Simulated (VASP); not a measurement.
# S (R-3) in VASP: a series of runs, part 2 of 2

VASP 6.6.1.

## 4. Single point, PBEsol

This run uses another cell than the first one, of 11.55 Å³/atom.

File INCAR:

```
PREC = Accurate ; ENCUT = 520
EDIFF = 1E-7 ; ISMEAR = 0
SIGMA = 0.01 ; LREAL = False
LASPH = True ; NELM = 80
ALGO = Normal ; ISIF = 2
LWAVE = False ; LCHARG = False
GGA = PS ; NBANDS = 27
```

File KPOINTS:

```
regular mesh
0
Gamma
  12 12 12
```

File POSCAR:

```
S
1.0
    4.4334855156      2.5596740559      1.0176603109
   -4.4334855156      2.5596740559      1.0176603109
    0.0000000000     -5.1193481117      1.0176603111
S
6
Direct
    0.5410184721      0.2897206767      0.1496494498
    0.1496494498      0.5410184721      0.2897206767
    0.2897206767      0.1496494498      0.5410184721
    0.4589815279      0.7102793233      0.8503505502
    0.8503505502      0.4589815279      0.7102793233
    0.7102793233      0.8503505502      0.4589815279
```

Potentials or basis: VASP PAW PBE potentials, release 64 (S).

Command:

```
cat potpaw_PBE.64/S/POTCAR > POTCAR
mpirun -np 1 vasp_std > vasp.out
```

OUTCAR:

```text
PREC = Accurate
   ENCUT = 520
   EDIFF = 1E-7
   ISMEAR = 0
   LREAL = False
   LASPH = True
   NELM = 80
   ISIF = 2
   GGA = PS

 ion  position               nearest neighbor table
   1  0.541  0.290  0.150-   5 2.05   6 2.05   3 2.40   2 2.40   4 2.42   6 2.66   5 2.66
   2  0.150  0.541  0.290-   4 2.05   6 2.05   1 2.40   3 2.40   5 2.42   6 2.66   4 2.66
   3  0.290  0.150  0.541-   5 2.05   4 2.05   1 2.40   2 2.40   6 2.42   5 2.66   4 2.66
   4  0.459  0.710  0.850-   2 2.05   3 2.05   6 2.40   5 2.40   1 2.42   3 2.66   2 2.66
   5  0.850  0.459  0.710-   1 2.05   3 2.05   4 2.40   6 2.40   2 2.42   3 2.66   1 2.66
   6  0.710  0.850  0.459-   2 2.05   1 2.05   4 2.40   5 2.40   3 2.42   2 2.66   1 2.66

  LATTYP: Found a trigonal (rhomboedric) cell.
 ALAT       =     5.2195169889
 COS(alpha) =    -0.4429788066

  Lattice vectors:

 A1 = (   4.4334855156,   2.5596740559,   1.0176603109)
 A2 = (  -4.4334855156,   2.5596740559,   1.0176603109)
 A3 = (   0.0000000000,  -5.1193481117,   1.0176603111)

Analysis of symmetry for initial positions (statically):
=====================================================================
 Subroutine PRICEL returns:
[... 184 lines left out ...]
 Fermi energy:        13.1618447068

 k-point     1 :       0.0000    0.0000    0.0000
  band No.  band energies     occupation
      1      -8.5644      2.00000
      2      -3.2183      2.00000
      3      -3.2183      2.00000
      4      -2.1679      2.00000
      5      -2.1679      2.00000
      6      -0.8183      2.00000
[... 709 lines left out ...]
     26      19.1574      0.00000
     27      19.5543      0.00000

 [... further k-points ...]

------------------------ aborting loop because EDIFF is reached ----------------------------------------

  FORCE on cell =-STRESS in cart. coord.  units (eV):
  Direction    XX          YY          ZZ          XY          YZ          ZX
  --------------------------------------------------------------------------------------
  -------------------------------------------------------------------------------------
  Total       25.8222432     25.8222432     25.7567976     -0.0000002      0.0000000      0.0000000
  in kB      597.0634699    597.0634699    595.5502345     -0.0000049      0.0000000      0.0000000
  external PRESSURE =     596.5590581 kB  Pullay stress =       0.0000000 kB

 VOLUME and BASIS-vectors are now :
 -----------------------------------------------------------------------------
  energy-cutoff  :      520.00
  volume of cell :       69.29
      direct lattice vectors                 reciprocal lattice vectors
     4.433485516  2.559674056  1.017660311     0.112778084  0.065112457  0.327548721
    -4.433485516  2.559674056  1.017660311    -0.112778084  0.065112457  0.327548721
     0.000000000 -5.119348112  1.017660311     0.000000000 -0.130224914  0.327548721

 POSITION                                       TOTAL-FORCE (eV/Angst)
 -----------------------------------------------------------------------------------
      1.11413      1.36031      0.99770        -0.057865     -0.081214      0.090925
     -1.73513      0.28470      0.99770         0.099266     -0.009506      0.090925
      0.62100     -1.64502      0.99770        -0.041401      0.090720      0.090925
     -1.11413     -1.36031      2.05528         0.057865      0.081214     -0.090925
      1.73513     -0.28470      2.05528        -0.099266      0.009506     -0.090925
     -0.62100      1.64502      2.05528         0.041401     -0.090720     -0.090925
 -----------------------------------------------------------------------------------
    total drift:                               -0.000000     -0.000000      0.000000

  FREE ENERGIE OF THE ION-ELECTRON SYSTEM (eV)
  ---------------------------------------------------
  free  energy   TOTEN  =       -20.0997940885 eV

  energy  without entropy=      -20.0997721779  energy(sigma->0) =      -20.09978313
```

stdout:

```text
POSCAR found type information on POSCAR S
 POSCAR found :  1 types and       6 ions
 scaLAPACK will be used
 -----------------------------------------------------------------------------
|                                                                             |
|                                                                             |
|     You enforced a specific xc type in the INCAR file but a different       |
|     I HOPE YOU KNOW WHAT YOU ARE DOING!                                     |
|                                                                             |
 -----------------------------------------------------------------------------

 LDA part: xc-table for (Slater+PW92), standard interpolation
 POSCAR, INCAR and KPOINTS ok, starting setup
 FFT: planning ... GRIDC
 FFT: planning ... GRID_SOFT
 FFT: planning ... GRID
 WAVECAR not read
 entering main loop
```

It took 21 min on 1 thread of Oxide Virtual Turin-like, shared host; peak memory 0.45 GiB.

What came out:

```yaml
Free_energy: -20.0998 eV
Pressure: 59.7 GPa
Largest_force: 0.135 eV/Å
Band_gap_on_the_k_mesh: zero (bands 18 and 19 overlap by 0.67 eV)
```

Forces on the atoms (eV/Å):
```
S   -0.058 -0.081  0.091
S    0.099 -0.010  0.091
S   -0.041  0.091  0.091
S    0.058  0.081 -0.091
S   -0.099  0.010 -0.091
S    0.041 -0.091 -0.091
```

Stress tensor (GPa, compression positive):
```
59.71  0.00  0.00
 0.00 59.71  0.00
 0.00  0.00 59.56
```

Levels at points of the mesh, in eV from the Fermi level:
| k point | band 15 | band 16 | band 17 | band 18 | band 19 | band 20 | band 21 | band 22 |
| --- | --- | --- | --- | --- | --- | --- | --- | --- |
| (0.00, 0.00, 0.00) | -1.70 | -1.70 | -1.35 | -1.35 | 1.55 | 3.07 | 3.07 | 3.63 |
| (0.50, 0.00, 0.00) | -3.76 | -2.58 | -0.77 | -0.35 | 0.63 | 0.88 | 2.51 | 3.11 |
| (0.50, 0.50, 0.00) | -2.77 | -1.91 | -1.32 | -0.72 | 1.16 | 1.17 | 1.88 | 2.09 |
| (0.50, 0.50, 0.50) | -3.93 | -2.47 | -2.47 | -1.63 | 0.27 | 0.27 | 0.34 | 2.58 |

Caveat: the cell stands under pressure; the PAW data sets were made with another functional, which shifts forces and pressure a little.
